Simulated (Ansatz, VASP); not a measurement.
AlCo2 in VASP and in Ansatz

INCAR

```
PREC     = Accurate       # precision mode
ENCUT    = 520            # plane-wave cutoff, eV
EDIFF    = 1E-6           # SCF threshold, eV
ISMEAR   = 0              # smearing method
SIGMA    = 0.1            # smearing width, eV
LREAL    = F              # projectors in reciprocal space
LASPH    = T              # aspherical terms in the spheres
NELM     = 150            # most SCF steps
ALGO     = Normal         # electronic algorithm
ISIF     = 2              # what is computed and relaxed
LWAVE    = F              # write WAVECAR
LCHARG   = F              # write CHGCAR
ISPIN    = 2              # spin polarisation
MAGMOM   = 0 0 3 3 3 3    # initial moments
LORBIT   = 11             # projections on sites
LMAXMIX  = 4              # l up to which the mixer works
GGA      = PE             # functional
NBANDS   = 34             # bands
```

KPOINTS

```
regular mesh
0
Gamma
  4 4 4
```

File POSCAR:

```
AlCo2
1.0
    0.0000000000      3.3039416700      3.3039416700
    3.3039416700      0.0000000000      3.3039416700
    3.3039416700      3.3039416700      0.0000000000
Al Co
2 4
Direct
    0.0000000000      0.0000000000      0.0000000000
    0.2500000000      0.2500000000      0.2500000000
    0.6250000000      0.6250000000      0.6250000000
    0.1250000000      0.6250000000      0.6250000000
    0.6250000000      0.6250000000      0.1250000000
    0.6250000000      0.1250000000      0.6250000000
```

Input for Ansatz:

```yaml
crystal:
  lattice:
    - [0.0, 3.30394167, 3.30394167]
    - [3.30394167, 0.0, 3.30394167]
    - [3.30394167, 3.30394167, 0.0]
  atoms:
    - { symbol: Al, position: [0.0, 0.0, 0.0] }
    - { symbol: Al, position: [0.25, 0.25, 0.25] }
    - { symbol: Co, position: [0.625, 0.625, 0.625], spin: 3.0 }
    - { symbol: Co, position: [0.125, 0.625, 0.625], spin: 3.0 }
    - { symbol: Co, position: [0.625, 0.625, 0.125], spin: 3.0 }
    - { symbol: Co, position: [0.625, 0.125, 0.625], spin: 3.0 }
basis:
  ecutwfc: 420
kpoints:
  mp_grid: { grid: [4, 4, 4] }
hamiltonian:
  xc: pbe
scf:
  occupations: { method: gaussian, width: 0.1 }
  lower_state_search: "off"
output:
  forces: true
  stress: true
  eigenvalues: true
  populations: true
magnetization:
  spin_polarized: true
```

Change from the starting cell: species swapped into the TbRh2 type (Fd-3m, No. 227).

Alike in both runs: task single point; functional PBE; k mesh 4 × 4 × 4; occupations gaussian, width 0.1 eV; collinear spin.

|  | VASP | Ansatz |
| --- | --- | --- |
| version | VASP 6.6.1 | Ansatz 0.2.0 |
| potentials or method | VASP PAW PBE potentials, release 64 (Al, Co), cutoff 520 eV | scalar-relativistic, plane waves, PAW |
| valence electrons in the cell | 42 | 74 |

|  | VASP | Ansatz | Ansatz less VASP |
| --- | --- | --- | --- |
| gap on the k mesh at the Fermi level (eV) | none | none | - |
| pressure (GPa) | 0.1 | 1.2 | +1.11 |
| net moment per atom (μB) | 0.64 | 0.69 | +0.054 |
| size of the moment on the site where the two differ most (μB) | 1.00 | 1.10 | +0.095 |

Site moments also hang on the region over which each program counts them. A gap of «none» marks a metal or a gap that the smearing closes. VASP's potentials hold 42 valence electrons a cell and Ansatz's 74, so a difference there can come from the potentials and not from the codes.

The k mesh is coarse, so the values compare programs but aren't converged.
